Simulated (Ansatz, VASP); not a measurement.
## C: VASP beside Ansatz

The input INCAR:

```
SYSTEM = C
ALGO     = Normal         ! electronic algorithm
EDIFF    = 1E-7           ! SCF threshold, eV
ENCUT    = 520            ! plane-wave cutoff, eV
GGA      = PS             ! functional
ISIF     = 2              ! what is computed and relaxed
ISMEAR   = 0              ! smearing method
IVDW     = 12             ! dispersion correction
LASPH    = .TRUE.         ! aspherical terms in the spheres
LCHARG   = .FALSE.        ! write CHGCAR
LREAL    = .FALSE.        ! projectors in reciprocal space
LWAVE    = .FALSE.        ! write WAVECAR
NBANDS   = 31             ! bands
NELM     = 80             ! most SCF steps
PREC     = Accurate       ! precision mode
SIGMA    = 0.05           ! smearing width, eV
```

The input KPOINTS:

```
k-points
0
G
  8 11 3
  0 0 0
```

Contents of POSCAR:

```
C
1.0
    0.0000000000      1.4191802056     -3.2829684911
   -2.4580922212      0.0000000000      0.0000000000
    1.6387281475      9.4612013708      2.7358070759
C
10
Direct
    0.4224436901      0.1777556310      0.8666334465
    0.7557770234      0.6444222977      0.0666334465
    0.9224436900      0.2777556310      0.2666334465
    0.0891103567      0.9110889643      0.4666334465
    0.2557770234      0.5444222977      0.6666334465
    0.8108896433      0.1889110357      0.1333665535
   -0.0224436900      0.8222443690      0.3333665535
    0.1442229766      0.4555777023      0.5333665535
    0.3108896433      1.0889110357      0.7333665535
    0.4775563100      0.7222443690      0.9333665535
```

Input for Ansatz:

```yaml
crystal:
  lattice:
    - [0.0, 1.4191802056, -3.2829684911]
    - [-2.4580922212, 0.0, 0.0]
    - [1.6387281475, 9.4612013708, 2.7358070759]
  atoms:
    - { symbol: C, position: [0.4224436901, 0.177755631, 0.8666334465] }
    - { symbol: C, position: [0.7557770234, 0.6444222977, 0.0666334465] }
    - { symbol: C, position: [0.92244369, 0.277755631, 0.2666334465] }
    - { symbol: C, position: [0.0891103567, 0.9110889643, 0.4666334465] }
    - { symbol: C, position: [0.2557770234, 0.5444222977, 0.6666334465] }
    - { symbol: C, position: [0.8108896433, 0.1889110357, 0.1333665535] }
    - { symbol: C, position: [-0.02244369, 0.822244369, 0.3333665535] }
    - { symbol: C, position: [0.1442229766, 0.4555777023, 0.5333665535] }
    - { symbol: C, position: [0.3108896433, 1.0889110357, 0.7333665535] }
    - { symbol: C, position: [0.47755631, 0.722244369, 0.9333665535] }
basis:
  ecutwfc: 520.0
kpoints:
  mp_grid: { grid: [8, 11, 3] }
hamiltonian:
  xc: pbesol
  pseudopotentials: { kind: paw, azcp: { folder: soft_1 } }
  dispersion: d3bj
scf:
  occupations: { method: gaussian, width: 0.05 }
output:
  forces: true
  stress: true
  eigenvalues: true
```

Alike in both runs: task single point; functional PBEsol; dispersion D3(BJ); k mesh 8 × 11 × 3; occupations gaussian, width 0.05 eV; no spin polarisation.

|  | VASP | Ansatz |
| --- | --- | --- |
| version | VASP 6.6.1 | Ansatz 0.2.0 |
| potentials or method | VASP PAW PBE potentials, release 64 (C), cutoff 520 eV | scalar-relativistic, plane waves, PAW |
| valence electrons in the cell | 40 | 40 |

|  | VASP | Ansatz | Ansatz less VASP |
| --- | --- | --- | --- |
| gap on the k mesh at the Fermi level (eV) | 0.27 | 0.27 | 0.000 |
| least direct gap on the mesh (eV) | 0.32 | 0.32 | -0.001 |
| pressure (GPa) | -4.9 | -5.7 | -0.72 |
| traceless stress, the component that is largest in VASP (GPa) | -12.21 | -12.21 | +0.001 |
| rms of the force components (eV/Å) | 1.315 | 1.308 | -0.0073 |

VASP's potentials were made for PBE, not for PBEsol, and Ansatz warns of the same on its side. Atom by atom the forces differ by 0.014 eV/Å (rms over components).
